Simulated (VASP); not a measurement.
A run of VASP 6.6.1:

Contents of INCAR:

```
SYSTEM = Ga7H4N7
ALGO = Normal ; EDIFF = 1E-6
ENCUT = 520 ; GGA = PE
ISIF = 2 ; ISMEAR = 0
LASPH = .True. ; LCHARG = .True.
LELF = .True. ; LREAL = Auto
LVHAR = .True. ; LWAVE = .False.
NBANDS = 80 ; NELM = 80
PREC = Accurate ; SIGMA = 0.05
```

The input KPOINTS:

```
k-points
0
Gamma
  1 1 6
  0 0 0
```

File POSCAR:

```
Ga7H4N7
1.0
   21.4000000000      0.0000000000      0.0000000000
    0.0000000000      9.3000000000      0.0000000000
    0.0000000000      0.0000000000      5.5717178945
Ga N H
7 7 4
Direct
    0.7263056553      0.5000000000      0.3297216169
    0.5751244030      0.5000000000      0.3371104471
    0.6495548872      0.5000000000      0.8378645393
    0.4248755970      0.5000000000      0.3371104471
    0.5000000000      0.5000000000      0.8370146889
    0.2736943447      0.5000000000      0.3297216169
    0.3504451128      0.5000000000      0.8378645393
    0.6503687798      0.5000000000      0.1704853710
    0.7218569992      0.5000000000      0.6583926266
    0.5000000000      0.5000000000      0.1702693056
    0.5748762052      0.5000000000      0.6700286710
    0.3496312202      0.5000000000      0.1704853710
    0.4251237948      0.5000000000      0.6700286710
    0.2781430008      0.5000000000      0.6583926266
    0.7896197096      0.5000000000      0.1925826602
    0.2103802904      0.5000000000      0.1925826602
    0.7629234882      0.5000000000      0.7507440912
    0.2370765118      0.5000000000      0.7507440912
```

Potentials or basis: VASP PAW PBE potentials, release 64 (Ga_d, N, H).

Run with:

```bash
$ cat potpaw_PBE.64/Ga_d/POTCAR potpaw_PBE.64/N/POTCAR potpaw_PBE.64/H/POTCAR > POTCAR
$ mpirun -np 1 vasp_std > vasp.out
```

Hardware: 1 thread of Intel(R) Xeon(R) Platinum 8488C (Sapphire Rapids) (shared host).

Question: How long does it take, and how much memory?

Answer: It took 14 min on 1 thread of Intel(R) Xeon(R) Platinum 8488C (Sapphire Rapids), with other jobs on the host, peak memory 1 GiB. Counts: scf iterations 26, k points 4.
